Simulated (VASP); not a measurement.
# Al (Fd-3m) in VASP: a series of runs

Al is run at these levels: revPBE; tasks: single point.

All numbers are computed with VASP 6.6.1; they aren't measurements. Logs are shortened: lines on timing, memory, paths and dates and some standing lists are left out, and cuts for length are marked.

### 1 The cell of the first run

The structure is cubic, space group Fd-3m (No. 227). The conventional cell has a = 5.831 Å, b = 5.831 Å, c = 5.831 Å, α = 90.00°, β = 90.00°, γ = 90.00°. Within 3.3 Å of Al (site symmetry -43m) lie 4 Al at 2.52 Å.

### 2 Single point, revPBE (volume scaled by 0.88)

INCAR reads:

```
SYSTEM = Al
  PREC = Accurate
  ENCUT = 520
  EDIFF = 1E-6
  ISMEAR = -1
  SIGMA = 0.1
  LREAL = .False.
  LASPH = .True.
  NELM = 60
  ALGO = Normal
  ISIF = 2
  LWAVE = .False.
  LCHARG = .False.
  GGA = RE
  NBANDS = 10
```

KPOINTS reads:

```
regular mesh
0
Gamma
  10 10 10
  0 0 0
```

POSCAR reads:

```
Al
1.0
    0.0000000000      2.9156052686      2.9156052686
    2.9156052686      0.0000000000      2.9156052686
    2.9156052686      2.9156052686      0.0000000000
Al
2
Direct
    0.1250000000      0.1250000000      0.1250000000
    0.8750000000      0.8750000000      0.8750000000
```

Potentials or basis: VASP PAW PBE potentials, release 64 (Al).

Command:

```bash
> cat potpaw_PBE.64/Al/POTCAR > POTCAR
> mpirun -np 1 vasp_std > vasp.out
```

OUTCAR:

```text
SYSTEM = Al
   PREC = Accurate
   ENCUT = 520
   EDIFF = 1E-6
   ISMEAR = -1
   LREAL = .False.
   LASPH = .True.
   NELM = 60
   ISIF = 2
   GGA = RE

 ion  position               nearest neighbor table
   1  0.125  0.125  0.125-   2 2.52   2 2.52   2 2.52   2 2.52
   2  0.875  0.875  0.875-   1 2.52   1 2.52   1 2.52   1 2.52

  LATTYP: Found a face centered cubic cell.
 ALAT       =     5.8312105372

  Lattice vectors:

 A1 = (   0.0000000000,   2.9156052686,   2.9156052686)
 A2 = (   2.9156052686,   0.0000000000,   2.9156052686)
 A3 = (   2.9156052686,   2.9156052686,   0.0000000000)

Analysis of symmetry for initial positions (statically):
=====================================================================
 Subroutine PRICEL returns:
 Original cell was already a primitive cell.

 Routine SETGRP: Setting up the symmetry group for a
 face centered cubic supercell.

 Subroutine GETGRP returns: Found 48 space group operations
 (whereof 12 operations were pure point group operations)
 out of a pool of 48 trial point group operations.

The static configuration has the point symmetry D_3d.
 The point group associated with its full space group is O_h .

Analysis of symmetry for dynamics (positions and initial velocities):
=====================================================================
 Subroutine PRICEL returns:
 Original cell was already a primitive cell.

 Routine SETGRP: Setting up the symmetry group for a
 face centered cubic supercell.

 Subroutine GETGRP returns: Found 48 space group operations
 (whereof 12 operations were pure point group operations)
 out of a pool of 48 trial point group operations.

The dynamic configuration has the point symmetry D_3d.
 The point group associated with its full space group is O_h .

 Subroutine INISYM returns: Found 48 space group operations
 (whereof 12 operations are pure point group operations),
 and found     1 'primitive' translations

----------------------------------------------------------------------------------------

                                     Primitive cell

  volume of cell :      49.5697

  direct lattice vectors                    reciprocal lattice vectors
     0.000000000  2.915605269  2.915605269    -0.171490978  0.171490978  0.171490978
     2.915605269  0.000000000  2.915605269     0.171490978 -0.171490978  0.171490978
     2.915605269  2.915605269  0.000000000     0.171490978  0.171490978 -0.171490978

  length of vectors
     4.123288513  4.123288513  4.123288513     0.297031088  0.297031088  0.297031088

  position of ions in fractional coordinates (direct lattice)
     0.125000000  0.125000000  0.125000000
     0.875000000  0.875000000  0.875000000

  ion indices of the primitive-cell ions
   primitive index   ion index
                 1           1
                 2           2

----------------------------------------------------------------------------------------

 KPOINTS: regular mesh

Automatic generation of k-mesh.
 Grid dimensions read from file:
 generate k-points for:   10   10   10

 Generating k-lattice:

  Cartesian coordinates                     Fractional coordinates (reciprocal lattice)
    -0.017149098  0.017149098  0.017149098     0.100000000  0.000000000  0.000000000
     0.017149098 -0.017149098  0.017149098     0.000000000  0.100000000  0.000000000
     0.017149098  0.017149098 -0.017149098     0.000000000  0.000000000  0.100000000

  Length of vectors
     0.029703109  0.029703109  0.029703109

  Shift w.r.t. Gamma in fractional coordinates (k-lattice)
     0.000000000  0.000000000  0.000000000

 Subroutine IBZKPT returns following result:
 ===========================================

 Found     47 irreducible k-points:

 Following reciprocal coordinates:
            Coordinates               Weight
  0.000000  0.000000  0.000000      1.000000
  0.100000  0.000000  0.000000      8.000000
  0.200000  0.000000  0.000000      8.000000
  0.300000  0.000000  0.000000      8.000000
  0.400000  0.000000  0.000000      8.000000
  0.500000  0.000000  0.000000      4.000000
[... 16 lines left out ...]
  0.300000  0.300000  0.000000      6.000000
  0.400000  0.300000  0.000000     24.000000
 [... further k-points ...]
   k-points           NKPTS =     47   k-points in BZ     NKDIM =     47   number of bands    NBANDS=     10
   number of dos      NEDOS =    301   number of ions     NIONS =      2
   total plane-waves  NPLWV =  32768
   dimension x,y,z NGX =    32 NGY =   32 NGZ =   32
   dimension x,y,z NGXF=    64 NGYF=   64 NGZF=   64
   ions per type =               2
   NGX,Y,Z   is equivalent  to a cutoff of  12.90, 12.90, 12.90 a.u.
   NGXF,Y,Z  is equivalent  to a cutoff of  25.80, 25.80, 25.80 a.u.
 SYSTEM =  Al
   PREC   = accura    normal or accurate (medium, high low for compatibility)
   ISTART =      0    job   : 0-new  1-cont  2-samecut
   ICHARG =      2    charge: 1-file 2-atom 10-const
   ISPIN  =      1    spin polarized calculation?
   LNONCOLLINEAR =      F non collinear calculations
   LSORBIT =      F    spin-orbit coupling
   LASPH  =      T    aspherical Exc in radial PAW
   ENCUT  =  520.0 eV  38.22 Ry    6.18 a.u.   7.67  7.67  7.67*2*pi/ulx,y,z
   NELM   =     60;   NELMIN=  2; NELMDL= -5     # of ELM steps
   EDIFF  = 0.1E-05   stopping-criterion for ELM
   LREAL  =      F    real-space projection
   EDIFFG = 0.1E-04   stopping-criterion for IOM
   NSW    =      0    number of steps for IOM
   IBRION =     -1    ionic relax: 0-MD 1-quasi-New 2-CG
   NFREE  =      0    steps in history (QN), initial steepest desc. (CG)
   ISIF   =      2    stress and relaxation
   ISYM   =      2    0-nonsym 1-usesym 2-fastsym
   POTIM  = 0.5000    time-step for ionic-motion
   TEBEG  =    0.0;   TEEND  =   0.0 temperature during run
   PSTRESS=    0.0 pullay stress
   NELECT =       6.0000    total number of electrons
   NUPDOWN=      -1.0000    fix difference up-down
   EMIN   =  10.00;   EMAX   =-10.00  energy-range for DOS
   EFERMI =   0.00;   METHOD = LEGACY
   ISMEAR =    -1;   SIGMA  =   0.10  broadening in eV -4-tet -1-fermi 0-gaus
   EFERMI_NEDOS =   21; number of points for ismear=-14 and -15
   IALGO  =     38    algorithm
   IMIX   =      4    mixing-type and parameters
     AMIX     =   0.40;   BMIX     =  1.00
     AMIX_MAG =   1.60;   BMIX_MAG =  1.00
  volume/ion in A,a.u.               =      24.78       167.26
  Fermi-wavevector in a.u.,A,eV,Ry     =   0.809816  1.530331  8.922734  0.655802
  Thomas-Fermi vector in A             =   1.918877
   LORBIT       =      0    0 simple, 1 ext, 2 COOP (PROOUT), +10 PAW based schemes
   GGA     = RE    functional components
   LHFCALC =     F    Hartree Fock is set to
   AEXX    =    0.0000 exact exchange contribution
   IVDW    =     0    specifies the selected vdW correction
   LEPSILON=     F    determine dielectric tensor
   LRPA    =     F    only Hartree local field effects (RPA)
 non-spin polarized calculation
  energy-cutoff  :      520.00
  volume of cell :       49.57
 maximum number of plane-waves:      1363
   NGX = 15   NGY = 15   NGZ = 15

 number of electron       6.0000000 magnetization

 Free energy of the ion-electron system (eV)
  ---------------------------------------------------
  ext. energy  EPLUGINS =         0.00000000
  ---------------------------------------------------
  free energy    TOTEN  =        -5.55843640 eV

  energy without entropy =       -5.51544085  energy(sigma->0) =       -5.53693862

 E-fermi :   3.5657     XC(G=0):  -8.4530

 val. band max:        3.5297968058   @ k =   0.5000   0.3000   0.0000
 cond. band min:       3.6511269305   @ k =  -0.3000   0.3000   0.1000
 fundamental gap:      0.1213301247
 Fermi energy:         3.5657014129

 k-point     1 :       0.0000    0.0000    0.0000
  band No.  band energies     occupation
      1      -4.7488      2.00000
      2       5.8739      0.00000
      3       5.8739      0.00000
      4       5.8739      0.00000
      5       7.7303      0.00000
      6       7.7303      0.00000
      7       7.7303      0.00000
      8       9.9950      0.00000
      9      11.6669      0.00000
     10      11.6669      0.00000

 k-point     2 :       0.1000    0.0000    0.0000
  band No.  band energies     occupation
      1      -4.6285      2.00000
      2       4.8475      0.00001
      3       5.6699      0.00000
      4       5.6699      0.00000
      5       7.9302      0.00000
      6       8.0256      0.00000
      7       8.0256      0.00000
      8      10.5679      0.00000
      9      11.2917      0.00000
     10      11.2917      0.00000

 k-point     3 :       0.2000    0.0000    0.0000
  band No.  band energies     occupation
      1      -4.2718      2.00000
      2       3.1640      1.96462
      3       5.3112      0.00000
      4       5.3112      0.00000
      5       7.7846      0.00000
      6       8.4561      0.00000
      7       8.4561      0.00000
      8      11.0014      0.00000
      9      11.0014      0.00000
     10      11.7363      0.00000

 k-point     4 :       0.3000    0.0000    0.0000
  band No.  band energies     occupation
      1      -3.6967      2.00000
      2       1.5316      2.00000
      3       5.0171      0.00000
      4       5.0171      0.00000
      5       7.5333      0.00000
      6       8.4204      0.00000
      7       8.4204      0.00000
      8      11.6376      0.00000
      9      11.6376      0.00000
     10      11.9415      0.00000

 k-point     5 :       0.4000    0.0000    0.0000
  band No.  band energies     occupation
      1      -2.9722      2.00000
      2       0.1482      2.00000
      3       4.8394      0.00001
      4       4.8394      0.00001
      5       7.3586      0.00000
      6       8.1734      0.00000
      7       8.1734      0.00000
      8      11.5543      0.00000
      9      12.9786      0.00000
     10      12.9786      0.00000

 k-point     6 :       0.5000    0.0000    0.0000
  band No.  band energies     occupation
      1      -2.4929      2.00000
      2      -0.5539      2.00000
      3       4.7810      0.00001
      4       4.7810      0.00001
      5       7.2986      0.00000
      6       8.0637      0.00000
      7       8.0637      0.00000
      8      11.4023      0.00000
      9      14.2672      0.00000
     10      14.2672      0.00000
[... 183 lines left out ...]
 k-point    21 :      -0.3000    0.2000    0.0000
  band No.  band energies     occupation
      1      -2.8142      2.00000
      2       0.8204      2.00000
      3       2.5202      1.99994
      4       4.6278      0.00005
      5       7.4767      0.00000
      6       9.3312      0.00000
      7       9.6236      0.00000
      8      10.9366      0.00000
      9      11.5943      0.00000
     10      13.8946      0.00000

 k-point    22 :      -0.2000    0.2000    0.0000
  band No.  band energies     occupation
      1      -3.4984      2.00000
      2       2.0196      2.00000
      3       2.8693      1.99811
      4       5.0992      0.00000
      5       8.0477      0.00000
      6       9.0026      0.00000
      7       9.3359      0.00000
      8      10.1112      0.00000
      9      10.6767      0.00000
     10      14.7550      0.00000

 k-point    23 :       0.3000    0.3000    0.0000
  band No.  band energies     occupation
      1      -3.3222      2.00000
      2       2.2378      2.00000
      3       3.6990      0.41748
      4       3.6990      0.41748
      5       5.9740      0.00000
      6       7.0513      0.00000
      7      11.5719      0.00000
      8      11.5719      0.00000
      9      13.1995      0.00000
     10      14.6790      0.00000

 k-point    24 :       0.4000    0.3000    0.0000
  band No.  band energies     occupation
      1      -2.7511      2.00000
      2       1.3077      2.00000
      3       3.0417      1.98945
      4       3.5147      1.24982
      5       6.1008      0.00000
      6       7.0144      0.00000
      7      11.7531      0.00000
      8      11.9182      0.00000
      9      14.2540      0.00000
     10      16.0156      0.00000

 [... further k-points ...]
[... 5 lines left out ...]
  --------------------------------------------------------------------------------------
  -------------------------------------------------------------------------------------
  Total        1.8176357      1.8176357      1.8176357     -0.0000000     -0.0000000      0.0000000
  in kB       58.7491057     58.7491057     58.7491057     -0.0000000     -0.0000000      0.0000000
  external PRESSURE =      58.7491057 kB  Pullay stress =       0.0000000 kB

 VOLUME and BASIS-vectors are now :
 -----------------------------------------------------------------------------
  energy-cutoff  :      520.00
  volume of cell :       49.57
      direct lattice vectors                 reciprocal lattice vectors
     0.000000000  2.915605269  2.915605269    -0.171490978  0.171490978  0.171490978
     2.915605269  0.000000000  2.915605269     0.171490978 -0.171490978  0.171490978
     2.915605269  2.915605269  0.000000000     0.171490978  0.171490978 -0.171490978

 POSITION                                       TOTAL-FORCE (eV/Angst)
 -----------------------------------------------------------------------------------
      0.72890      0.72890      0.72890         0.000000      0.000000      0.000000
      5.10231      5.10231      5.10231        -0.000000     -0.000000     -0.000000
 -----------------------------------------------------------------------------------
    total drift:                                0.000000      0.000000     -0.000000

  FREE ENERGIE OF THE ION-ELECTRON SYSTEM (eV)
  ---------------------------------------------------
  free  energy   TOTEN  =        -5.5584363962 eV

  energy  without entropy=       -5.5154408453  energy(sigma->0) =       -5.53693862
```

Wall time 20 s (1 thread of Intel Xeon 8259CL, shared host); peak memory 0.17 GiB.

What came out:

* Free energy: -5.5584 eV
* Pressure: 5.9 GPa
* Band gap on the k mesh: zero (band 3 reaches 5.87 eV, above the bottom of band 4 at 2.06 eV)

Caveat: the PAW data sets were made with another functional, which shifts forces and pressure a little.

### 3 Single point, revPBE (volume scaled by 0.92)

INCAR reads:

```
SYSTEM = Al
PREC = Accurate
ENCUT = 520
EDIFF = 1E-7
ISMEAR = -1
SIGMA = 0.1
LREAL = .False.
LASPH = .True.
NELM = 80
ALGO = Normal
ISIF = 2
LWAVE = .False.
LCHARG = .False.
GGA = RE
NBANDS = 10
```

KPOINTS is that of step 2.

POSCAR reads:

```
Al
1.0
    0.0000000000      2.9591281818      2.9591281818
    2.9591281818      0.0000000000      2.9591281818
    2.9591281818      2.9591281818      0.0000000000
Al
2
Direct
    0.1250000000      0.1250000000      0.1250000000
    0.8750000000      0.8750000000      0.8750000000
```

Potentials or basis: VASP PAW PBE potentials, release 64 (Al).

Command:

```bash
> cat potpaw_PBE.64/Al/POTCAR > POTCAR
> mpirun -np 1 vasp_std > vasp.out
```

It took 19 s on 1 thread of Intel Xeon 8259CL, shared host; peak memory 0.17 GiB.

The run converged. Its results:

| Property | Result |
| --- | --- |
| Free energy | -5.6236 eV |
| Pressure | 3.5 GPa |
| Band gap on the k mesh | zero (band 3 reaches 5.48 eV, above the bottom of band 4 at 1.84 eV) |

Levels at points of the mesh, in eV from the Fermi level:
```tsv
k point	band 1	band 2	band 3	band 4	band 5	band 6	band 7	band 8
(0.00, 0.00, 0.00)	-8.12	2.22	2.22	2.22	4.07	4.07	4.07	5.95
(0.50, 0.00, 0.00)	-5.96	-4.00	1.16	1.16	3.53	4.45	4.45	7.73
(0.50, 0.50, 0.00)	-4.42	-4.42	-0.42	-0.42	2.11	2.11	10.99	10.99
```

Caveat: the PAW data sets were made with another functional, which shifts forces and pressure a little.

(Continued in part 2 of 2.)
